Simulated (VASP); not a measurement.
Input of a VASP 6.6.1 run:

The input INCAR:

```
PREC = Accurate
ENCUT = 520
EDIFF = 1E-7
ISMEAR = 0
SIGMA = 0.1
LREAL = F
LASPH = T
NELM = 80
ALGO = Normal
ISIF = 2
LWAVE = F
LCHARG = F
GGA = PE
NBANDS = 28
```

KPOINTS

```
Automatic mesh
0
Gamma
  6 6 4
```

File POSCAR:

```
ScSi2O3
1.0
    4.2124495600      0.0000000000      0.0000000000
   -2.1062247800      3.6480883300      0.0000000000
    0.0000000000      0.0000000000      5.7045518700
Sc Si O
1 2 3
Direct
    0.0000000000      0.0000000000      0.5000000000
    0.3333333300      0.6666666700      0.5000000000
    0.6666666700      0.3333333300      0.5000000000
    0.4140868900      0.0000000000      0.5000000000
    0.0000000000      0.4140868900      0.5000000000
    0.5859131100      0.5859131100      0.5000000000
```

Potentials or basis: VASP PAW PBE potentials, release 64 (Sc_sv, Si, O).

Run with:

```sh
$ cat potpaw_PBE.64/Sc_sv/POTCAR potpaw_PBE.64/Si/POTCAR potpaw_PBE.64/O/POTCAR > POTCAR
$ mpirun -np 1 vasp_std > vasp.out
```

(1) What does it give for the largest force?

(2) Estimate the pressure.

## Answers

(1) 9.917 eV/Å.

(2) 207.2 GPa.

Caveat: an odd number of electrons without spin polarisation forces a metal; a magnetic or distorted state may lie lower.
